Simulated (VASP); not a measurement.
# SiC in VASP: further runs

Runs on SiC. Level: PBE. Tasks: single point.

Program: VASP 6.6.1. These are calculated values, not measurements. Logs are shortened: lines on timing, memory, paths and dates and some standing lists are left out, and cuts for length are marked.

## (1) The cell of the first run

The typed cell holds 12 atoms: a = 3.095 Å, b = 3.095 Å, c = 15.182 Å, α = 90.00°, β = 90.00°, γ = 120.00°.

## (2) Single point, PBE

The input, INCAR:

```
PREC     = Accurate       # precision mode
ENCUT    = 520            # plane-wave cutoff, eV
EDIFF    = 1E-7           # SCF threshold, eV
ISMEAR   = 0              # smearing method
SIGMA    = 0.1            # smearing width, eV
LREAL    = F              # projectors in reciprocal space
LASPH    = T              # aspherical terms in the spheres
NELM     = 80             # most SCF steps
ALGO     = Normal         # electronic algorithm
ISIF     = 2              # what is computed and relaxed
LWAVE    = F              # write WAVECAR
LCHARG   = F              # write CHGCAR
GGA      = PE             # functional
NBANDS   = 36             # bands
```

The input, KPOINTS:

```
regular mesh
0
Gamma
  6 6 1
```

The input, POSCAR:

```
SiC
1.0
    1.5476086200     -2.6804915302      0.0000000000
    1.5476086200      2.6804915302      0.0000000000
    0.0000000000      0.0000000000     15.1822951770
Si C
6 6
Direct
    0.6666773686      0.3333226314      0.6422799372
    0.3333226314      0.6666773686      0.1422799372
   -0.0000166073      1.0000166073      0.9755591463
    1.0000166073     -0.0000166073      0.4755591463
    0.3333506763      0.6666493237      0.8087972986
    0.6666493237      0.3333506763      0.3087972986
    1.0000182429     -0.0000182429      0.8501383363
   -0.0000182429      1.0000182429      0.3501383363
    0.6666800587      0.3333199413      0.5172872114
    0.3333199413      0.6666800587      0.0172872114
    0.3333415963      0.6666584037      0.6837980602
    0.6666584037      0.3333415963      0.1837980602
```

Potentials or basis: VASP PAW PBE potentials, release 64 (Si, C).

Started as:

```console
$ cat potpaw_PBE.64/Si/POTCAR potpaw_PBE.64/C/POTCAR > POTCAR
$ mpirun -np 1 vasp_std > vasp.out
```

OUTCAR:

```text
PREC = Accurate
   ENCUT = 520
   EDIFF = 1E-7
   ISMEAR = 0
   LREAL = F
   LASPH = T
   NELM = 80
   ISIF = 2
   GGA = PE

 ion  position               nearest neighbor table
   1  0.667  0.333  0.642-  11 1.89  11 1.89  11 1.89   9 1.90   5 3.10   5 3.10   5 3.10   4 3.10
                             4 3.10   4 3.10
   2  0.333  0.667  0.142-  12 1.89  12 1.89  12 1.89  10 1.90   6 3.10   6 3.10   6 3.10   3 3.10
                             3 3.10   3 3.10
   3  1.000  0.000  0.976-  10 1.90  10 1.90  10 1.90   7 1.90   2 3.10   2 3.10   2 3.10   5 3.10
                             5 3.10   5 3.10
   4  0.000  1.000  0.476-   9 1.90   9 1.90   9 1.90   8 1.90   1 3.10   1 3.10   1 3.10   6 3.10
                             6 3.10   6 3.10
   5  0.333  0.667  0.809-   7 1.89   7 1.89   7 1.89  11 1.90   1 3.10   1 3.10   1 3.10   3 3.10
                             3 3.10   3 3.10
   6  0.667  0.333  0.309-   8 1.89   8 1.89   8 1.89  12 1.90   2 3.10   2 3.10   2 3.10   4 3.10
                             4 3.10   4 3.10
   7  0.000  1.000  0.850-   5 1.89   5 1.89   5 1.89   3 1.90
   8  1.000  0.000  0.350-   6 1.89   6 1.89   6 1.89   4 1.90
   9  0.667  0.333  0.517-   4 1.90   4 1.90   4 1.90   1 1.90
  10  0.333  0.667  0.017-   3 1.90   3 1.90   3 1.90   2 1.90
  11  0.333  0.667  0.684-   1 1.89   1 1.89   1 1.89   5 1.90
  12  0.667  0.333  0.184-   2 1.89   2 1.89   2 1.89   6 1.90

  LATTYP: Found a hexagonal cell.
 ALAT       =     3.0952172400
 C/A-ratio  =     4.9050822607

  Lattice vectors:

 A1 = (   3.0952172400,   0.0000000000,   0.0000000000)
 A2 = (  -1.5476086200,   2.6804915302,   0.0000000000)
 A3 = (   0.0000000000,   0.0000000000,  15.1822951770)

Analysis of symmetry for initial positions (statically):
=====================================================================
 Subroutine PRICEL returns:
 Original cell was already a primitive cell.

 Routine SETGRP: Setting up the symmetry group for a
 hexagonal supercell.

 Subroutine GETGRP returns: Found  4 space group operations
 (whereof  2 operations were pure point group operations)
 out of a pool of 24 trial point group operations.

The static configuration has the point symmetry C_1h.
 The point group associated with its full space group is C_2v.

Analysis of symmetry for dynamics (positions and initial velocities):
=====================================================================
 Subroutine PRICEL returns:
 Original cell was already a primitive cell.

 Routine SETGRP: Setting up the symmetry group for a
 hexagonal supercell.

 Subroutine GETGRP returns: Found  4 space group operations
 (whereof  2 operations were pure point group operations)
 out of a pool of 24 trial point group operations.

The dynamic configuration has the point symmetry C_1h.
 The point group associated with its full space group is C_2v.

 Subroutine INISYM returns: Found  4 space group operations
 (whereof  2 operations are pure point group operations),
 and found     1 'primitive' translations

----------------------------------------------------------------------------------------

                                     Primitive cell

  volume of cell :     125.9630

  direct lattice vectors                    reciprocal lattice vectors
     1.547608620 -2.680491530  0.000000000     0.323079100 -0.186532953  0.000000000
     1.547608620  2.680491530  0.000000000     0.323079100  0.186532953  0.000000000
     0.000000000  0.000000000 15.182295177     0.000000000  0.000000000  0.065866194

  length of vectors
     3.095178070  3.095178070 15.182295177     0.373061184  0.373061184  0.065866194

  position of ions in fractional coordinates (direct lattice)
     0.666677369  0.333322631  0.642279937
     0.333322631  0.666677369  0.142279937
     0.999983393  0.000016607  0.975559146
     0.000016607  0.999983393  0.475559146
     0.333350676  0.666649324  0.808797299
     0.666649324  0.333350676  0.308797299
     0.000018243  0.999981757  0.850138336
     0.999981757  0.000018243  0.350138336
     0.666680059  0.333319941  0.517287211
     0.333319941  0.666680059  0.017287211
     0.333341596  0.666658404  0.683798060
     0.666658404  0.333341596  0.183798060
[... 27 lines left out ...]
     0.053846517 -0.031088825  0.000000000     0.166666667  0.000000000  0.000000000
     0.053846517  0.031088825  0.000000000     0.000000000  0.166666667  0.000000000
     0.000000000  0.000000000  0.065866194     0.000000000  0.000000000  1.000000000

  Length of vectors
     0.062176864  0.062176864  0.065866194

  Shift w.r.t. Gamma in fractional coordinates (k-lattice)
     0.000000000  0.000000000  0.000000000

 Subroutine IBZKPT returns following result:
 ===========================================

 Found     13 irreducible k-points:

 Following reciprocal coordinates:
            Coordinates               Weight
  0.000000  0.000000  0.000000      1.000000
  0.166667  0.000000  0.000000      4.000000
  0.333333 -0.000000  0.000000      4.000000
  0.500000  0.000000  0.000000      2.000000
  0.166667  0.166667  0.000000      2.000000
  0.333333  0.166667  0.000000      4.000000
  0.500000  0.166667  0.000000      4.000000
 -0.333333  0.166667  0.000000      4.000000
 -0.166667  0.166667  0.000000      2.000000
  0.333333  0.333333  0.000000      2.000000
  0.500000  0.333333  0.000000      4.000000
 -0.333333  0.333333  0.000000      2.000000
  0.500000  0.500000  0.000000      1.000000
   k-points           NKPTS =     13   k-points in BZ     NKDIM =     13   number of bands    NBANDS=     36
   number of dos      NEDOS =    301   number of ions     NIONS =     12
   total plane-waves  NPLWV =  69120
   dimension x,y,z NGX =    24 NGY =   24 NGZ =  120
   dimension x,y,z NGXF=    48 NGYF=   48 NGZF=  240
   ions per type =               6   6
   NGX,Y,Z   is equivalent  to a cutoff of  12.89, 12.89, 13.14 a.u.
   NGXF,Y,Z  is equivalent  to a cutoff of  25.78, 25.78, 26.28 a.u.
 SYSTEM =  unknown system
   PREC   = accura    normal or accurate (medium, high low for compatibility)
   ISTART =      0    job   : 0-new  1-cont  2-samecut
   ICHARG =      2    charge: 1-file 2-atom 10-const
   ISPIN  =      1    spin polarized calculation?
   LNONCOLLINEAR =      F non collinear calculations
   LSORBIT =      F    spin-orbit coupling
   LASPH  =      T    aspherical Exc in radial PAW
   ENCUT  =  520.0 eV  38.22 Ry    6.18 a.u.   5.75  5.75 28.23*2*pi/ulx,y,z
   NELM   =     80;   NELMIN=  2; NELMDL= -5     # of ELM steps
   EDIFF  = 0.1E-06   stopping-criterion for ELM
   LREAL  =      F    real-space projection
   EDIFFG = 0.1E-05   stopping-criterion for IOM
   NSW    =      0    number of steps for IOM
   IBRION =     -1    ionic relax: 0-MD 1-quasi-New 2-CG
   NFREE  =      0    steps in history (QN), initial steepest desc. (CG)
   ISIF   =      2    stress and relaxation
   ISYM   =      2    0-nonsym 1-usesym 2-fastsym
   POTIM  = 0.5000    time-step for ionic-motion
   TEBEG  =    0.0;   TEEND  =   0.0 temperature during run
   PSTRESS=    0.0 pullay stress
   NELECT =      48.0000    total number of electrons
   NUPDOWN=      -1.0000    fix difference up-down
   EMIN   =  10.00;   EMAX   =-10.00  energy-range for DOS
   EFERMI =   0.00;   METHOD = LEGACY
   ISMEAR =     0;   SIGMA  =   0.10  broadening in eV -4-tet -1-fermi 0-gaus
   EFERMI_NEDOS =   21; number of points for ismear=-14 and -15
   IALGO  =     38    algorithm
   IMIX   =      4    mixing-type and parameters
     AMIX     =   0.40;   BMIX     =  1.00
     AMIX_MAG =   1.60;   BMIX_MAG =  1.00
  volume/ion in A,a.u.               =      10.50        70.84
  Fermi-wavevector in a.u.,A,eV,Ry     =   1.186882  2.242882 19.166379  1.408689
  Thomas-Fermi vector in A             =   2.323045
   LORBIT       =      0    0 simple, 1 ext, 2 COOP (PROOUT), +10 PAW based schemes
   GGA     = PE    functional components
   LHFCALC =     F    Hartree Fock is set to
   AEXX    =    0.0000 exact exchange contribution
   IVDW    =     0    specifies the selected vdW correction
   LEPSILON=     F    determine dielectric tensor
   LRPA    =     F    only Hartree local field effects (RPA)
 non-spin polarized calculation
 Gauss-broadening in eV      SIGMA  =   0.10
  energy-cutoff  :      520.00
  volume of cell :      125.96
 maximum number of plane-waves:      3444
   NGX = 11   NGY = 11   NGZ = 57

 number of electron      48.0000002 magnetization

 Free energy of the ion-electron system (eV)
  ---------------------------------------------------
  ext. energy  EPLUGINS =         0.00000000
  ---------------------------------------------------
  free energy    TOTEN  =       -90.33489218 eV

  energy without entropy =      -90.33489218  energy(sigma->0) =      -90.33489218

 E-fermi :   8.4771     XC(G=0): -11.2900

 val. band max:        7.9935863286   @ k =   0.0000   0.0000   0.0000
 cond. band min:      10.0215048060   @ k =   0.5000   0.0000   0.0000
 fundamental gap:      2.0279184775
 Fermi energy:         8.4770732724

 k-point     1 :       0.0000    0.0000    0.0000
  band No.  band energies     occupation
      1      -7.3493      2.00000
      2      -6.8356      2.00000
      3      -6.7962      2.00000
      4      -5.3233      2.00000
      5      -5.2926      2.00000
      6      -3.8337      2.00000
[... 496 lines left out ...]
     35      15.1308      0.00000
     36      15.7243      0.00000

------------------------ aborting loop because EDIFF is reached ----------------------------------------

  FORCE on cell =-STRESS in cart. coord.  units (eV):
  Direction    XX          YY          ZZ          XY          YZ          ZX
  --------------------------------------------------------------------------------------
  -------------------------------------------------------------------------------------
  Total       -0.0072444     -0.0011342      0.0017866      0.0000000      0.0000000      0.0000000
  in kB       -0.0921452     -0.0144268      0.0227246      0.0000000      0.0000000      0.0000000
  external PRESSURE =      -0.0279491 kB  Pullay stress =       0.0000000 kB

 VOLUME and BASIS-vectors are now :
 -----------------------------------------------------------------------------
  energy-cutoff  :      520.00
  volume of cell :      125.96
      direct lattice vectors                 reciprocal lattice vectors
     1.547608620 -2.680491530  0.000000000     0.323079100 -0.186532953  0.000000000
     1.547608620  2.680491530  0.000000000     0.323079100  0.186532953  0.000000000
     0.000000000  0.000000000 15.182295177     0.000000000  0.000000000  0.065866194

 POSITION                                       TOTAL-FORCE (eV/Angst)
 -----------------------------------------------------------------------------------
      1.54761     -0.89355      9.75128         0.000000      0.000094      0.012431
      1.54761      0.89355      2.16014         0.000000     -0.000094      0.012431
      1.54761     -2.68040     14.81123         0.000000     -0.000658     -0.008392
      1.54761      2.68040      7.22008         0.000000      0.000658     -0.008392
      1.54761      0.89340     12.27940         0.000000     -0.000001     -0.005644
      1.54761     -0.89340      4.68825         0.000000      0.000001     -0.005644
      1.54761      2.68039     12.90705         0.000000      0.000680      0.002617
      1.54761     -2.68039      5.31590         0.000000     -0.000680      0.002617
      1.54761     -0.89357      7.85361         0.000000     -0.000156      0.006863
      1.54761      0.89357      0.26246         0.000000      0.000156      0.006863
      1.54761      0.89345     10.38162         0.000000     -0.000185     -0.007876
      1.54761     -0.89345      2.79048         0.000000      0.000185     -0.007876
 -----------------------------------------------------------------------------------
    total drift:                               -0.000000     -0.000000     -0.000734

  FREE ENERGIE OF THE ION-ELECTRON SYSTEM (eV)
  ---------------------------------------------------
  free  energy   TOTEN  =       -90.3348921809 eV

  energy  without entropy=      -90.3348921809  energy(sigma->0) =      -90.33489218
```

Wall time 35 s (1 thread of AMD EPYC 9R45 (Zen 5), shared host); peak memory 0.21 GiB.

What came out:

```yaml
Free_energy: -90.3349 eV
Pressure: 0.0 GPa
Largest_force: 0.012 eV/Å
Band_gap_on_the_k_mesh: 2.03 eV (least direct gap 3.12 eV)
```

Forces on the atoms (eV/Å):
```
Si   0.000  0.000  0.012
Si   0.000  0.000  0.012
Si   0.000 -0.001 -0.008
Si   0.000  0.001 -0.008
Si   0.000  0.000 -0.006
Si   0.000  0.000 -0.006
C    0.000  0.001  0.003
C    0.000 -0.001  0.003
C    0.000  0.000  0.007
C    0.000  0.000  0.007
C    0.000  0.000 -0.008
C    0.000  0.000 -0.008
```

Levels at points of the mesh, in eV from the valence-band top:
```csv
k point,band 20,band 21,band 22,band 23,band 24,band 25,band 26,band 27,band 28,band 29
"(0.00, 0.00, 0.00)",-0.30,-0.30,-0.03,0.00,0.00,5.05,5.22,5.62,6.14,6.14
"(0.50, 0.00, 0.00)",-2.24,-1.80,-1.77,-1.65,-1.09,2.03,2.21,3.19,3.87,4.55
"(0.50, 0.50, 0.00)",-2.24,-1.80,-1.77,-1.65,-1.10,2.03,2.21,3.19,3.87,4.55
```

A k mesh can miss the band edges. PBE gaps usually lie below the measured ones, often by a third to a half.

## (3) Single point, PBE

The input, INCAR:

```
SYSTEM = SiC
PREC = Accurate
ENCUT = 520
EDIFF = 1E-6
ISMEAR = 0
SIGMA = 0.02
LREAL = .FALSE.
LASPH = .TRUE.
NELM = 80
ALGO = Normal
ISIF = 2
LWAVE = .FALSE.
LCHARG = .FALSE.
GGA = PE
NBANDS = 36
```

The input, KPOINTS:

```
Automatic mesh
0
G
  12 12 2
  0 0 0
```

The input, POSCAR:

```
SiC
1.0
    3.0947360569      0.0000000000      0.0000000000
   -1.5473680285      2.6801200433      0.0000000000
    0.0000000000      0.0000000000     15.1881298508
Si C
6 6
Direct
    0.3333333333      0.6666666667      0.1422863726
    0.6666666667      0.3333333333      0.6422863726
    0.0000000000      0.0000000000      0.4755194282
    0.0000000000      0.0000000000      0.9755194282
    0.6666666667      0.3333333333      0.3087736124
    0.3333333333      0.6666666667      0.8087736124
    0.0000000000      0.0000000000      0.3501570145
    0.0000000000      0.0000000000      0.8501570145
    0.3333333333      0.6666666667      0.0173185555
    0.6666666667      0.3333333333      0.5173185555
    0.6666666667      0.3333333333      0.1838050067
    0.3333333333      0.6666666667      0.6838050067
```

Potentials or basis: VASP PAW PBE potentials, release 64 (Si, C).

Started as:

```console
$ cat potpaw_PBE.64/Si/POTCAR potpaw_PBE.64/C/POTCAR > POTCAR
$ mpirun -np 1 vasp_std > vasp.out
```

OUTCAR:

```text
SYSTEM = SiC
   PREC = Accurate
   ENCUT = 520
   EDIFF = 1E-6
   ISMEAR = 0
   LREAL = .FALSE.
   LASPH = .TRUE.
   NELM = 80
   ISIF = 2
   GGA = PE

 ion  position               nearest neighbor table
   1  0.333  0.667  0.142-  11 1.89  11 1.89  11 1.89   9 1.90   5 3.10   5 3.10   5 3.10   4 3.10
                             4 3.10   4 3.10
   2  0.667  0.333  0.642-  12 1.89  12 1.89  12 1.89  10 1.90   6 3.10   6 3.10   6 3.10   3 3.10
                             3 3.10   3 3.10
   3  0.000  0.000  0.476-  10 1.90  10 1.90  10 1.90   7 1.90   5 3.10   5 3.10   5 3.10   2 3.10
[... 1177 lines left out ...]
 -----------------------------------------------------------------------------
  energy-cutoff  :      520.00
  volume of cell :      125.97
      direct lattice vectors                 reciprocal lattice vectors
     3.094736057  0.000000000  0.000000000     0.323129334  0.186558808  0.000000000
    -1.547368028  2.680120043  0.000000000     0.000000000  0.373117616  0.000000000
     0.000000000  0.000000000 15.188129851     0.000000000  0.000000000  0.065840891

 POSITION                                       TOTAL-FORCE (eV/Angst)
 -----------------------------------------------------------------------------------
     -0.00000      1.78675      2.16106        -0.000000      0.000000      0.004702
      1.54737      0.89337      9.75513         0.000000      0.000000      0.004702
      0.00000      0.00000      7.22225        -0.000000      0.000000     -0.002701
      0.00000      0.00000     14.81632         0.000000     -0.000000     -0.002701
      1.54737      0.89337      4.68969        -0.000000      0.000000      0.002457
     -0.00000      1.78675     12.28376         0.000000     -0.000000      0.002457
      0.00000      0.00000      5.31823        -0.000000     -0.000000      0.004450
      0.00000      0.00000     12.91230         0.000000      0.000000      0.004450
     -0.00000      1.78675      0.26304         0.000000     -0.000000     -0.002651
      1.54737      0.89337      7.85710        -0.000000      0.000000     -0.002651
      1.54737      0.89337      2.79165         0.000000     -0.000000     -0.006257
     -0.00000      1.78675     10.38572        -0.000000      0.000000     -0.006257
 -----------------------------------------------------------------------------------
    total drift:                               -0.000000     -0.000000     -0.000713

  FREE ENERGIE OF THE ION-ELECTRON SYSTEM (eV)
  ---------------------------------------------------
  free  energy   TOTEN  =       -90.3737557348 eV

  energy  without entropy=      -90.3737557348  energy(sigma->0) =      -90.37375573
```

It took 81 s on 1 thread of AMD EPYC 9R45 (Zen 5), shared host; peak memory 0.27 GiB.

What came out:

```
Free energy            : -90.3738 eV
Pressure               : 0.0 GPa
Largest force          : 0.006 eV/Å
Band gap on the k mesh : 2.03 eV (least direct gap 3.12 eV)
```

Forces in eV/Å, atoms in the order of the input:
```
Si   0.000  0.000  0.005
Si   0.000  0.000  0.005
Si   0.000  0.000 -0.003
Si   0.000  0.000 -0.003
Si   0.000  0.000  0.002
Si   0.000  0.000  0.002
C    0.000  0.000  0.004
C    0.000  0.000  0.004
C    0.000  0.000 -0.003
C    0.000  0.000 -0.003
C    0.000  0.000 -0.006
C    0.000  0.000 -0.006
```

Levels at points of the mesh, in eV from the valence-band top:
| k point | band 22 | band 23 | band 24 | band 25 | band 26 | band 27 |
| --- | --- | --- | --- | --- | --- | --- |
| (0.00, 0.00, 0.00) | -0.04 | 0.00 | 0.00 | 5.05 | 5.23 | 5.63 |
| (0.50, 0.00, 0.00) | -1.77 | -1.65 | -1.10 | 2.03 | 2.21 | 3.19 |
| (0.00, 0.00, 0.50) | -0.10 | -0.10 | -0.10 | 5.12 | 5.12 | 5.86 |
| (0.50, 0.00, 0.50) | -1.71 | -1.30 | -1.30 | 2.07 | 2.07 | 3.41 |
